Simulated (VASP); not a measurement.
Here is a VASP 6.6.1 calculation.

INCAR

```
PREC     = Accurate       # precision mode
ENCUT    = 520            # plane-wave cutoff, eV
EDIFF    = 1E-6           # SCF threshold, eV
ISMEAR   = -1             # smearing method
SIGMA    = 0.1            # smearing width, eV
LREAL    = False          # projectors in reciprocal space
LASPH    = True           # aspherical terms in the spheres
NELM     = 100            # most SCF steps
ALGO     = Normal         # electronic algorithm
ISIF     = 2              # what is computed and relaxed
LWAVE    = False          # write WAVECAR
LCHARG   = False          # write CHGCAR
GGA      = PE             # functional
NBANDS   = 16             # bands
```

KPOINTS

```
regular mesh
0
Gamma
  8 8 8
```

POSCAR

```
K
1.0
    0.0000000000      4.0531610248      4.0531610248
    4.0531610248      0.0000000000      4.0531610248
    4.0531610248      4.0531610248      0.0000000000
K
2
Direct
   -0.1250000000     -0.1250000000     -0.1250000000
    0.1250000000      0.1250000000      0.1250000000
```

Potentials or basis: VASP PAW PBE potentials, release 64 (K_sv).

Command:

```console
$ cat potpaw_PBE.64/K_sv/POTCAR > POTCAR
$ mpirun -np 1 vasp_std > vasp.out
```

Task: Estimate the band gap on the k mesh.

Result: Zero (bands 9 and 10 overlap by 0.74 eV).

Task: Estimate the pressure.

Result: 1.4 GPa.
